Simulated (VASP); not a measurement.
The system is AlN.

```
Al N
1.0
     0.00000    1.96900    1.96900
     1.96900    0.00000    1.96900
     1.96900    1.96900    0.00000
Al N
1 1
Direct
  0.00000 0.00000 0.00000
  0.50000 0.50000 0.50000
```

- Program: VASP 6.6.1
- Task: relaxation of cell and atoms
- Functional: PBEsol
- Dispersion: D3(BJ)
- Potentials or basis: VASP PAW PBE potentials, release 64 (Al, N)
- Cutoff: 600 eV
- k mesh: 8 × 8 × 8
- Occupations: methfessel-paxton, width 0.1 eV
- Spin: no spin polarisation

At the start: pressure 18.1 GPa; volume 7.63 Å³/atom.

Problem. How do energy, volume and symmetry change on relaxing?

Solution. Over 3 steps the energy falls by 24.8 meV/atom and the volume is 8.10 Å³/atom (+6.1 %); space group Fm-3m (No. 225, to 0.05 Å).

The path:
```
step  energy change (eV)  largest force (eV/Å)  pressure (GPa)  volume (Å³)
   1              0.0000                0.0000           18.08        15.27
   2              0.0041                0.0000          -15.35        17.25
   3             -0.0496                0.0000           -0.15        16.20
```

Final structure:
```
CELL_PARAMETERS angstrom
0.00000 2.00831 2.00831
2.00831 0.00000 2.00831
2.00831 2.00831 0.00000
ATOMIC_POSITIONS crystal
Al 0.00000 0.00000 0.00000
N 0.50000 0.50000 0.50000
```

Caveat: the PAW data sets were made with another functional, which shifts forces and pressure a little.
